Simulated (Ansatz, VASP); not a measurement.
One calculation of Al, two programs

File INCAR:

```
SYSTEM = Al
PREC = Accurate ; ENCUT = 520
EDIFF = 1E-6 ; ISMEAR = 0
SIGMA = 0.15 ; LREAL = .False.
LASPH = .True. ; NELM = 100
ALGO = Fast ; ISIF = 2
LWAVE = .False. ; LCHARG = .False.
GGA = PE ; IVDW = 12
NBANDS = 14
```

The input KPOINTS:

```
Automatic mesh
0
Gamma
  18 18 6
  0 0 0
```

The input POSCAR:

```
Al
1.0
    2.8898311824      0.0000000000      0.0000000000
   -1.4449155912      2.5026672166      0.0000000000
    0.0000000000      0.0000000000      9.1887962106
Al
4
Direct
    0.0000000000      0.0000000000      0.0000000000
    0.3333333333      0.6666666667      0.2500000000
    0.0000000000      0.0000000000      0.5000000000
    0.6666666667      0.3333333333      0.7500000000
```

Input for Ansatz:

```yaml
crystal:
  lattice:
    - [2.8898311824, 0.0, 0.0]
    - [-1.4449155912, 2.5026672166, 0.0]
    - [0.0, 0.0, 9.1887962106]
  atoms:
    - { symbol: Al, position: [0.0, 0.0, 0.0] }
    - { symbol: Al, position: [0.3333333333, 0.6666666667, 0.25] }
    - { symbol: Al, position: [0.0, 0.0, 0.5] }
    - { symbol: Al, position: [0.6666666667, 0.3333333333, 0.75] }
basis:
  ecutwfc: 420
kpoints:
  mp_grid: { grid: [18, 18, 6] }
hamiltonian:
  xc: pbe
  dispersion: d3bj
scf:
  occupations: { method: gaussian, width: 0.15 }
output:
  forces: true
  stress: true
  eigenvalues: true
```

Alike in both runs: task single point; functional PBE; dispersion D3(BJ); k mesh 18 × 18 × 6; occupations gaussian, width 0.15 eV; no spin polarisation.

```csv
,VASP,Ansatz
version,VASP 6.6.1,Ansatz 0.2.0
potentials or method,"VASP PAW PBE potentials, release 64 (Al), cutoff 520 eV","scalar-relativistic, plane waves, PAW"
valence electrons in the cell,12,12
```

|  | VASP | Ansatz | Ansatz less VASP |
| --- | --- | --- | --- |
| gap on the k mesh at the Fermi level (eV) | none | none | - |
| pressure (GPa) | -3.6 | -3.6 | +0.03 |
| traceless stress, the component that is largest in VASP (GPa) | 1.70 | 1.70 | 0.000 |

A gap of «none» marks a metal or a gap that the smearing closes.
